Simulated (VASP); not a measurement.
Crystal: Br.

```
Br
1.0
     3.28360   -2.23390    0.00000
     3.28360    2.23390    0.00000
     0.00000    0.00000    8.69380
Br
4
Direct
  0.86100 0.13900 0.11140
  0.63900 0.36100 0.61140
  0.13900 0.86100 0.88860
  0.36100 0.63900 0.38860
```

- Program: VASP 6.6.1
- Task: relaxation of cell and atoms
- Functional: revPBE
- Potentials or basis: VASP PAW PBE potentials, release 64 (Br)
- Cutoff: 600 eV
- k mesh: 5 × 5 × 2
- Occupations: fermi-dirac, width 0.05 eV
- Spin: no spin polarisation

At the start: pressure 3.6 GPa; volume 31.89 Å³/atom.

Question: Where does the relaxation end?

Answer: Over 39 steps the energy falls by 115.2 meV/atom and the volume is 53.19 Å³/atom (+66.8 %); space group Cmce (No. 64, to 0.1 Å) before and after.

Step by step:
| step | energy change (eV) | largest force (eV/Å) | pressure (GPa) | volume (Å³) |
| --- | --- | --- | --- | --- |
| 1 | 0.0000 | 0.7297 | 3.56 | 127.54 |
| 2 | -0.0665 | 0.7756 | -0.79 | 141.06 |
| 3 | -0.1102 | 0.3149 | 0.64 | 135.36 |
| 4 | -0.1852 | 0.2631 | 0.48 | 140.75 |
| 5 | -0.3306 | 0.0996 | 0.34 | 157.31 |
| 6 | -0.4230 | 0.3583 | 0.62 | 192.16 |
| 7 | -0.3558 | 0.8305 | -1.22 | 217.34 |
| 8 | -0.4387 | 0.0688 | -0.06 | 199.29 |
| 9 | -0.4388 | 0.0585 | -0.04 | 199.09 |
| 10 | -0.4424 | 0.0629 | -0.06 | 202.34 |
| 11 | -0.4502 | 0.0789 | -0.12 | 212.13 |
| 12 | -0.4536 | 0.1240 | -0.22 | 231.89 |
| 13 | -0.4527 | 0.1544 | 0.13 | 233.66 |
| 14 | -0.4552 | 0.0044 | -0.07 | 232.69 |
| 15 | -0.4555 | 0.0026 | -0.06 | 231.83 |
| 16 | -0.4566 | 0.0181 | -0.03 | 229.27 |
| 17 | -0.4580 | 0.0514 | 0.03 | 224.19 |
| 18 | -0.4580 | 0.1198 | 0.16 | 214.20 |
| 19 | -0.4585 | 0.0875 | 0.09 | 218.90 |
| 20 | -0.4587 | 0.0780 | 0.08 | 218.52 |
| 21 | -0.4591 | 0.0495 | 0.05 | 217.38 |
| 22 | -0.4593 | 0.0058 | -0.02 | 215.12 |
| 23 | -0.4594 | 0.0049 | -0.01 | 215.55 |
| 24 | -0.4594 | 0.0065 | -0.01 | 215.62 |
| 25 | -0.4594 | 0.0066 | -0.01 | 215.58 |
| 26 | -0.4594 | 0.0073 | -0.01 | 215.47 |
| 27 | -0.4596 | 0.0087 | 0.00 | 215.26 |
| 28 | -0.4598 | 0.0111 | 0.00 | 214.84 |
| 29 | -0.4601 | 0.0160 | 0.02 | 213.98 |
| 30 | -0.4605 | 0.0265 | 0.05 | 212.27 |
| 31 | -0.4606 | 0.0114 | 0.03 | 212.26 |
| 32 | -0.4606 | 0.0080 | 0.00 | 212.24 |
| 33 | -0.4606 | 0.0085 | 0.00 | 212.24 |
| 34 | -0.4606 | 0.0091 | 0.00 | 212.26 |
| 35 | -0.4607 | 0.0107 | 0.00 | 212.28 |
| 36 | -0.4608 | 0.0138 | 0.00 | 212.32 |
| 37 | -0.4607 | 0.0271 | 0.06 | 212.33 |
| 38 | -0.4608 | 0.0048 | 0.02 | 212.32 |
| 39 | -0.4609 | 0.0048 | 0.02 | 212.76 |

Final structure:
```xyz
4
Lattice="5.0452 -2.3474 0.0000 5.0452 2.3474 0.0000 0.0000 0.0000 8.9824" Properties=species:S:1:pos:R:3 pbc="T T T"
Br    5.0452   -1.7711    1.0294
Br    5.0452   -0.5763    5.5206
Br    5.0452    1.7711    7.9529
Br    5.0452    0.5763    3.4617
```

Caveat: the volume moved by over 15 % at a fixed basis, so the end points are rough; this functional lacks dispersion, which holds the molecules together, so the pressure and a relaxed volume are unreliable; the PAW data sets were made with another functional, which shifts forces and pressure a little.
